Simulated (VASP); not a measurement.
KF: single point with LDA

Crystal: KF.

```xyz
2
Lattice="-0.0269 2.5121 2.5121 2.5121 -0.0269 2.5121 2.5121 2.5121 -0.0269" Properties=species:S:1:pos:R:3 pbc="T T T"
K     0.0000    0.0000    0.0000
F     2.4986    2.4986    2.4986
```

- Program: VASP 6.6.1
- Task: single point
- Functional: LDA
- Potentials or basis: VASP PAW LDA potentials, release 64 (K_sv, F)
- Cutoff: 520 eV
- k mesh: 8 × 8 × 8
- Occupations: gaussian, width 0.05 eV
- Spin: no spin polarisation

```
Pressure               : 3.7 GPa
Band gap on the k mesh : 6.73 eV, indirect (the least direct gap lies 3.2 meV higher)
```

Stress tensor (GPa, compression positive):
```
3.74 0.11 0.11
0.11 3.74 0.11
0.11 0.11 3.74
```

Levels at points of the mesh, in eV from the valence-band top:
| k point | band 5 | band 6 | band 7 | band 8 | band 9 | band 10 | band 11 | band 12 |
| --- | --- | --- | --- | --- | --- | --- | --- | --- |
| (0.00, 0.00, 0.00) | -8.54 | -0.02 | -0.02 | 0.00 | 6.73 | 10.85 | 10.85 | 11.05 |
| (0.50, 0.00, 0.00) | -8.60 | -1.07 | -0.56 | -0.53 | 9.44 | 11.49 | 12.66 | 12.84 |
| (0.50, 0.50, 0.00) | -8.93 | -0.08 | -0.01 | 0.00 | 7.94 | 11.09 | 12.79 | 14.47 |
| (0.50, 0.50, 0.50) | -8.61 | -1.08 | -0.58 | -0.58 | 9.49 | 11.56 | 12.79 | 12.79 |

It took 24 s on 1 thread of Intel(R) Xeon(R) Platinum 8259CL CPU @ 2.50GHz (Skylake/Cascade Lake), on a shared host, peak memory 0.16 GiB.

A hybrid or GW would open this gap; LDA tends to underestimate it.
